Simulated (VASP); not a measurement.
A run of VASP 6.6.1:

File INCAR:

```
SYSTEM = KBr
  PREC = Accurate
  ENCUT = 520
  EDIFF = 1E-6
  ISMEAR = 0
  SIGMA = 0.05
  LREAL = .False.
  LASPH = .True.
  NELM = 100
  ALGO = Normal
  ISIF = 2
  LWAVE = .False.
  LCHARG = .False.
  GGA = PE
  NBANDS = 15
```

The input KPOINTS:

```
regular mesh
0
Gamma
  6 6 6
  0 0 0
```

Contents of POSCAR:

```
KBr
1.0
    0.0000000000      3.5559000000      3.4242000000
    3.5559000000      0.0000000000      3.4242000000
    3.5559000000      3.5559000000      0.0000000000
K Br
1 1
Direct
    0.0000000000      0.0000000000      0.0000000000
    0.5000000000      0.5000000000      0.5000000000
```

Potentials or basis: VASP PAW PBE potentials, release 64 (K_sv, Br).

The run is started by

```sh
$ cat potpaw_PBE.64/K_sv/POTCAR potpaw_PBE.64/Br/POTCAR > POTCAR
$ mpirun -np 1 vasp_std > vasp.out
```

Hardware: 1 thread of Intel Xeon 8259CL, on a shared host.

Question: How long does it take, and how much memory?

Answer: Wall time 63 s on 1 thread of Intel Xeon 8259CL (shared host), peak memory 0.25 GiB. Counts: scf iterations 13, k points 30.
